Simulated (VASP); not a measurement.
# CoSi2: single point with PBEsol

Crystal: CoSi2.

```
CELL_PARAMETERS angstrom
0.00000 2.43382 3.16397
2.43382 0.00000 3.16397
2.43382 2.43382 0.00000
ATOMIC_POSITIONS crystal
Co 0.00000 0.00000 0.00000
Si 0.25000 0.25000 0.25000
Si 0.75000 0.75000 0.75000
```

This cell differs from its parent crystal: ratio of the length along z to the lengths across it x 1.3, volume and fractional coordinates fixed.

```yaml
Program: VASP 6.6.1
Task: single point
Functional: PBEsol
Potentials_or_basis: VASP PAW PBE potentials, release 64 (Co, Si)
Cutoff: 520 eV
k_mesh: 18 × 18 × 18
Occupations: gaussian, width 0.15 eV
Spin: no spin polarisation
Dipole_correction: no
Further_INCAR_settings: ALGO = Normal; EDIFF = 1e-06; NBANDS = 16
```

The pressure is 3.7 GPa and the band gap on the k mesh is zero (an odd number of electrons rules out a gap without spin polarisation).

Stress tensor (GPa, compression positive):
```
 12.44   0.00   0.00
  0.00  12.44   0.00
  0.00   0.00 -13.86
```

Levels at points of the mesh, in eV from the Fermi level:
```
           k point  band 7  band 8  band 9  band 10  band 11  band 12
(0.00, 0.00, 0.00)   -0.31    1.45    2.19     2.19     2.38     4.46
(0.50, 0.00, 0.00)   -1.68   -1.15    0.30     1.86     3.28     3.59
(0.50, 0.50, 0.00)   -2.28   -2.28   -1.15     2.81     3.22     8.16
(0.50, 0.00, 0.50)   -2.29   -1.25   -0.90     0.86     2.52     6.59
```

Run time: 4.6 min on 1 thread of Intel(R) Xeon(R) Platinum 8488C (Sapphire Rapids), on a shared host, peak memory 0.39 GiB.

Caveat: the stress differs along the axes, from -14 to 12 GPa; the PAW data sets were made with another functional, which shifts forces and pressure a little; an odd number of electrons without spin polarisation forces a metal; a magnetic or distorted state may lie lower. Spin polarisation is off, so any magnetic state and its effect on volume and gap are missing.
